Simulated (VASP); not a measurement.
# WC (Qusongite) (P-6m2) in VASP: a series of runs

The runs below take WC (Qusongite) through single point, relaxation of shape and atoms at fixed volume, with PBE.

All numbers are computed with VASP 6.6.1; they aren't measurements. Logs are shortened: lines on timing, memory, paths and dates and some standing lists are left out, and cuts for length are marked.

## 1. The cell of the first run

It takes space group P-6m2 (No. 187, hexagonal). Conventional cell: a = 2.922 Å, b = 2.922 Å, c = 2.847 Å, α = 90.00°, β = 90.00°, γ = 120.00°. W (site symmetry -6m2) has 6 C at 2.21 Å and 2 W at 2.85 Å within 2.9 Å. C (site symmetry -6m2) has 6 W at 2.21 Å and 2 C at 2.85 Å within 2.9 Å.

## 2. Single point, PBE

Input file INCAR:

```
SYSTEM = WC
ALGO = Normal
EDIFF = 1E-6
ENCUT = 520
GGA = PE
ISIF = 2
ISMEAR = 0
LASPH = .TRUE.
LCHARG = .FALSE.
LREAL = .FALSE.
LWAVE = .FALSE.
NBANDS = 16
NELM = 100
PREC = Accurate
SIGMA = 0.1
```

Input file KPOINTS:

```
k-points
0
G
  18 18 14
  0 0 0
```

Input file POSCAR:

```
WC
1.0
    2.9216789202      0.0000000000      0.0000000000
   -1.4608394601      2.5302481666      0.0000000000
    0.0000000000      0.0000000000      2.8470525734
W C
1 1
Direct
    0.0000000000      0.0000000000      0.0000000000
    0.6666666667      0.3333333333      0.5000000000
```

Potentials or basis: VASP PAW PBE potentials, release 64 (W_sv, C).

Launch:

```console
$ cat potpaw_PBE.64/W_sv/POTCAR potpaw_PBE.64/C/POTCAR > POTCAR
$ mpirun -np 1 vasp_std > vasp.out
```

OUTCAR:

```text
SYSTEM = WC
   EDIFF = 1E-6
   ENCUT = 520
   GGA = PE
   ISIF = 2
   ISMEAR = 0
   LASPH = .TRUE.
   LREAL = .FALSE.
   NELM = 100
   PREC = Accurate

 ion  position               nearest neighbor table
   1  0.000  0.000  0.000-   2 2.21   2 2.21   2 2.21   2 2.21   2 2.21   2 2.21
   2  0.667  0.333  0.500-   1 2.21   1 2.21   1 2.21   1 2.21   1 2.21   1 2.21

  LATTYP: Found a hexagonal cell.
 ALAT       =     2.9216789202
 C/A-ratio  =     0.9744577180

  Lattice vectors:

 A1 = (   2.9216789202,   0.0000000000,   0.0000000000)
 A2 = (  -1.4608394601,   2.5302481666,   0.0000000000)
 A3 = (   0.0000000000,   0.0000000000,   2.8470525734)

Analysis of symmetry for initial positions (statically):
=====================================================================
 Subroutine PRICEL returns:
 Original cell was already a primitive cell.

 Routine SETGRP: Setting up the symmetry group for a
 hexagonal supercell.

 Subroutine GETGRP returns: Found 12 space group operations
 (whereof 12 operations were pure point group operations)
 out of a pool of 24 trial point group operations.

The static configuration has the point symmetry D_3h.

Analysis of symmetry for dynamics (positions and initial velocities):
=====================================================================
 Subroutine PRICEL returns:
 Original cell was already a primitive cell.

 Routine SETGRP: Setting up the symmetry group for a
 hexagonal supercell.

 Subroutine GETGRP returns: Found 12 space group operations
 (whereof 12 operations were pure point group operations)
 out of a pool of 24 trial point group operations.

The dynamic configuration has the point symmetry D_3h.

 Subroutine INISYM returns: Found 12 space group operations
 (whereof 12 operations are pure point group operations),
 and found     1 'primitive' translations

----------------------------------------------------------------------------------------

                                     Primitive cell

  volume of cell :      21.0470

  direct lattice vectors                    reciprocal lattice vectors
     2.921678920  0.000000000  0.000000000     0.342268958  0.197609075  0.000000000
    -1.460839460  2.530248167  0.000000000     0.000000000  0.395218150  0.000000000
     0.000000000  0.000000000  2.847052573     0.000000000  0.000000000  0.351240440

  length of vectors
     2.921678920  2.921678920  2.847052573     0.395218150  0.395218150  0.351240440

  position of ions in fractional coordinates (direct lattice)
     0.000000000  0.000000000  0.000000000
     0.666666667  0.333333333  0.500000000

  ion indices of the primitive-cell ions
   primitive index   ion index
                 1           1
                 2           2

----------------------------------------------------------------------------------------

 KPOINTS: k-points

Automatic generation of k-mesh.
 Grid dimensions read from file:
 generate k-points for:   18   18   14

 Generating k-lattice:

  Cartesian coordinates                     Fractional coordinates (reciprocal lattice)
     0.019014942  0.010978282  0.000000000     0.055555556  0.000000000  0.000000000
     0.000000000  0.021956564  0.000000000     0.000000000  0.055555556  0.000000000
     0.000000000  0.000000000  0.025088603     0.000000000  0.000000000  0.071428571

  Length of vectors
     0.021956564  0.021956564  0.025088603

  Shift w.r.t. Gamma in fractional coordinates (k-lattice)
     0.000000000  0.000000000  0.000000000

 Subroutine IBZKPT returns following result:
 ===========================================

 Found    296 irreducible k-points:

 Following reciprocal coordinates:
            Coordinates               Weight
  0.000000  0.000000  0.000000      1.000000
  0.055556 -0.000000  0.000000      6.000000
  0.111111 -0.000000  0.000000      6.000000
  0.166667 -0.000000  0.000000      6.000000
  0.222222  0.000000  0.000000      6.000000
  0.277778 -0.000000  0.000000      6.000000
[... 16 lines left out ...]
  0.333333  0.111111  0.000000     12.000000
  0.388889  0.111111  0.000000     12.000000
 [... further k-points ...]
   k-points           NKPTS =    296   k-points in BZ     NKDIM =    296   number of bands    NBANDS=     16
   number of dos      NEDOS =    301   number of ions     NIONS =      2
   total plane-waves  NPLWV =  13824
   dimension x,y,z NGX =    24 NGY =   24 NGZ =   24
   dimension x,y,z NGXF=    48 NGYF=   48 NGZF=   48
   ions per type =               1   1
   NGX,Y,Z   is equivalent  to a cutoff of  13.66, 13.66, 14.01 a.u.
   NGXF,Y,Z  is equivalent  to a cutoff of  27.31, 27.31, 28.03 a.u.
 SYSTEM =  WC
   PREC   = accura    normal or accurate (medium, high low for compatibility)
   ISTART =      0    job   : 0-new  1-cont  2-samecut
   ICHARG =      2    charge: 1-file 2-atom 10-const
   ISPIN  =      1    spin polarized calculation?
   LNONCOLLINEAR =      F non collinear calculations
   LSORBIT =      F    spin-orbit coupling
   LASPH  =      T    aspherical Exc in radial PAW
   ENCUT  =  520.0 eV  38.22 Ry    6.18 a.u.   5.43  5.43  5.29*2*pi/ulx,y,z
   NELM   =    100;   NELMIN=  2; NELMDL= -5     # of ELM steps
   EDIFF  = 0.1E-05   stopping-criterion for ELM
   LREAL  =      F    real-space projection
   EDIFFG = 0.1E-04   stopping-criterion for IOM
   NSW    =      0    number of steps for IOM
   IBRION =     -1    ionic relax: 0-MD 1-quasi-New 2-CG
   NFREE  =      0    steps in history (QN), initial steepest desc. (CG)
   ISIF   =      2    stress and relaxation
   ISYM   =      2    0-nonsym 1-usesym 2-fastsym
   POTIM  = 0.5000    time-step for ionic-motion
   TEBEG  =    0.0;   TEEND  =   0.0 temperature during run
   PSTRESS=    0.0 pullay stress
   NELECT =      18.0000    total number of electrons
   NUPDOWN=      -1.0000    fix difference up-down
   EMIN   =  10.00;   EMAX   =-10.00  energy-range for DOS
   EFERMI =   0.00;   METHOD = LEGACY
   ISMEAR =     0;   SIGMA  =   0.10  broadening in eV -4-tet -1-fermi 0-gaus
   EFERMI_NEDOS =   21; number of points for ismear=-14 and -15
   IALGO  =     38    algorithm
   IMIX   =      4    mixing-type and parameters
     AMIX     =   0.40;   BMIX     =  1.00
     AMIX_MAG =   1.60;   BMIX_MAG =  1.00
  volume/ion in A,a.u.               =      10.52        71.02
  Fermi-wavevector in a.u.,A,eV,Ry     =   1.553944  2.936528 32.854549  2.414741
  Thomas-Fermi vector in A             =   2.658101
   LORBIT       =      0    0 simple, 1 ext, 2 COOP (PROOUT), +10 PAW based schemes
   GGA     = PE    functional components
   LHFCALC =     F    Hartree Fock is set to
   AEXX    =    0.0000 exact exchange contribution
   IVDW    =     0    specifies the selected vdW correction
   LEPSILON=     F    determine dielectric tensor
   LRPA    =     F    only Hartree local field effects (RPA)
 non-spin polarized calculation
 Gauss-broadening in eV      SIGMA  =   0.10
  energy-cutoff  :      520.00
  volume of cell :       21.05
 maximum number of plane-waves:       587
 NGX is ok and might be reduce to    24
   NGX = 11   NGY = 11   NGZ = 11

 number of electron      18.0000000 magnetization

 Free energy of the ion-electron system (eV)
  ---------------------------------------------------
  ext. energy  EPLUGINS =         0.00000000
  ---------------------------------------------------
  free energy    TOTEN  =       -22.44989400 eV

  energy without entropy =      -22.44850177  energy(sigma->0) =      -22.44919788

 E-fermi :  10.8662     XC(G=0): -13.7212

 val. band max:       10.8574740741   @ k =   0.4444   0.0000   0.5000
 cond. band min:      10.8766566487   @ k =   0.4444   0.0556   0.4286
 fundamental gap:      0.0191825746
 Fermi energy:        10.8661630944

 k-point     1 :       0.0000    0.0000    0.0000
  band No.  band energies     occupation
      1     -63.1557      2.00000
      2     -27.1322      2.00000
      3     -27.0417      2.00000
      4     -27.0417      2.00000
      5      -3.4641      2.00000
      6       6.6475      2.00000
[... 8 lines left out ...]
     15      25.0939      0.00000
     16      27.4763      0.00000

 k-point     2 :       0.0556   -0.0000    0.0000
  band No.  band energies     occupation
      1     -63.1541      2.00000
      2     -27.1291      2.00000
      3     -27.0662      2.00000
      4     -27.0473      2.00000
      5      -3.3842      2.00000
      6       6.6768      2.00000
[... 8 lines left out ...]
     15      24.9128      0.00000
     16      27.6456      0.00000

 k-point     3 :       0.1111   -0.0000    0.0000
  band No.  band energies     occupation
      1     -63.1494      2.00000
      2     -27.1362      2.00000
      3     -27.1201      2.00000
      4     -27.0632      2.00000
      5      -3.1504      2.00000
      6       6.6427      2.00000
[... 8 lines left out ...]
     15      24.6117      0.00000
     16      28.1337      0.00000

 k-point     4 :       0.1667   -0.0000    0.0000
  band No.  band energies     occupation
      1     -63.1421      2.00000
      2     -27.2420      2.00000
      3     -27.1063      2.00000
      4     -27.0875      2.00000
      5      -2.7809      2.00000
      6       6.2626      2.00000
[... 8 lines left out ...]
     15      24.4562      0.00000
     16      28.8864      0.00000

 k-point     5 :       0.2222    0.0000    0.0000
  band No.  band energies     occupation
      1     -63.1333      2.00000
      2     -27.3696      2.00000
      3     -27.1171      2.00000
      4     -27.0892      2.00000
      5      -2.3042      2.00000
      6       5.7129      2.00000
[... 8 lines left out ...]
     15      24.5980      0.00000
     16      29.0875      0.00000

 k-point     6 :       0.2778   -0.0000    0.0000
  band No.  band energies     occupation
      1     -63.1240      2.00000
      2     -27.5029      2.00000
      3     -27.1485      2.00000
      4     -27.0711      2.00000
      5      -1.7593      2.00000
      6       5.1614      2.00000
[... 8 lines left out ...]
     15      25.1154      0.00000
     16      28.4939      0.00000

 k-point     7 :       0.3333   -0.0000    0.0000
  band No.  band energies     occupation
      1     -63.1151      2.00000
      2     -27.6258      2.00000
      3     -27.1778      2.00000
      4     -27.0539      2.00000
      5      -1.1965      2.00000
      6       4.6701      2.00000
[... 8 lines left out ...]
     15      25.6461      0.00000
     16      27.4027      0.00000

 k-point     8 :       0.3889   -0.0000    0.0000
  band No.  band energies     occupation
      1     -63.1079      2.00000
      2     -27.7245      2.00000
      3     -27.2016      2.00000
      4     -27.0399      2.00000
      5      -0.6834      2.00000
      6       4.2738      2.00000
[... 8 lines left out ...]
     15      24.9035      0.00000
     16      27.7118      0.00000

 k-point     9 :       0.4444    0.0000    0.0000
  band No.  band energies     occupation
      1     -63.1031      2.00000
      2     -27.7882      2.00000
      3     -27.2170      2.00000
      4     -27.0308      2.00000
      5      -0.3090      2.00000
      6       4.0062      2.00000
[... 8 lines left out ...]
     15      23.9169      0.00000
     16      28.4682      0.00000
[... 172 lines left out ...]
 k-point    19 :       0.1111    0.1111    0.0000
  band No.  band energies     occupation
      1     -63.1382      2.00000
      2     -27.2915      2.00000
      3     -27.1094      2.00000
      4     -27.0986      2.00000
      5      -2.5680      2.00000
      6       6.0402      2.00000
[... 8 lines left out ...]
     15      24.4892      0.00000
     16      28.9475      0.00000

 k-point    20 :       0.1667    0.1111    0.0000
  band No.  band energies     occupation
      1     -63.1299      2.00000
      2     -27.4017      2.00000
      3     -27.1466      2.00000
      4     -27.0826      2.00000
      5      -2.1046      2.00000
      6       5.5581      2.00000
[... 8 lines left out ...]
     15      24.7167      0.00000
     16      28.9587      0.00000

 k-point    21 :       0.2222    0.1111    0.0000
  band No.  band energies     occupation
      1     -63.1211      2.00000
      2     -27.5165      2.00000
      3     -27.1864      2.00000
      4     -27.0655      2.00000
      5      -1.5717      2.00000
      6       5.0785      2.00000
[... 8 lines left out ...]
     15      25.2491      0.00000
     16      28.2748      0.00000

 k-point    22 :       0.2778    0.1111    0.0000
  band No.  band energies     occupation
      1     -63.1128      2.00000
      2     -27.6225      2.00000
      3     -27.2239      2.00000
      4     -27.0494      2.00000
      5      -1.0189      2.00000
      6       4.6508      2.00000
[... 8 lines left out ...]
     15      25.8417      0.00000
     16      27.2842      0.00000

 k-point    23 :       0.3333    0.1111    0.0000
  band No.  band energies     occupation
      1     -63.1060      2.00000
      2     -27.7077      2.00000
      3     -27.2543      2.00000
      4     -27.0362      2.00000
      5      -0.5134      2.00000
      6       4.3067      2.00000
[... 8 lines left out ...]
     15      25.3291      0.00000
     16      27.5375      0.00000

 k-point    24 :       0.3889    0.1111    0.0000
  band No.  band energies     occupation
      1     -63.1015      2.00000
      2     -27.7627      2.00000
      3     -27.2741      2.00000
      4     -27.0276      2.00000
      5      -0.1442      2.00000
      6       4.0760      2.00000
[... 8 lines left out ...]
     15      24.4804      0.00000
     16      28.2095      0.00000

 [... further k-points ...]
[... 5 lines left out ...]
  --------------------------------------------------------------------------------------
  -------------------------------------------------------------------------------------
  Total        0.1293125      0.1293125      0.1665881      0.0000000      0.0000000      0.0000000
  in kB        9.8437376      9.8437376     12.6812914      0.0000000      0.0000000      0.0000000
  external PRESSURE =      10.7895889 kB  Pullay stress =       0.0000000 kB

 VOLUME and BASIS-vectors are now :
 -----------------------------------------------------------------------------
  energy-cutoff  :      520.00
  volume of cell :       21.05
      direct lattice vectors                 reciprocal lattice vectors
     2.921678920  0.000000000  0.000000000     0.342268958  0.197609075  0.000000000
    -1.460839460  2.530248167  0.000000000     0.000000000  0.395218150  0.000000000
     0.000000000  0.000000000  2.847052573     0.000000000  0.000000000  0.351240440

 POSITION                                       TOTAL-FORCE (eV/Angst)
 -----------------------------------------------------------------------------------
      0.00000      0.00000      0.00000        -0.000000      0.000000      0.000000
      1.46084      0.84342      1.42353         0.000000      0.000000      0.000000
 -----------------------------------------------------------------------------------
    total drift:                                0.000000     -0.000000      0.000000

  FREE ENERGIE OF THE ION-ELECTRON SYSTEM (eV)
  ---------------------------------------------------
  free  energy   TOTEN  =       -22.4498940007 eV

  energy  without entropy=      -22.4485017693  energy(sigma->0) =      -22.44919788
```

Run time: 33 s. Hardware: 1 thread of Intel Xeon Platinum 8488C (Sapphire Rapids), shared host; peak memory 0.22 GiB.

Results:

* Free energy: -22.4499 eV
* Pressure: 1.1 GPa
* Band gap on the k mesh: zero (band 9 reaches 11.51 eV, above the bottom of band 10 at 10.31 eV)

Caveat: spin-orbit coupling is left out, which moves the levels of the heavy elements.

[end of part 1 of 3]
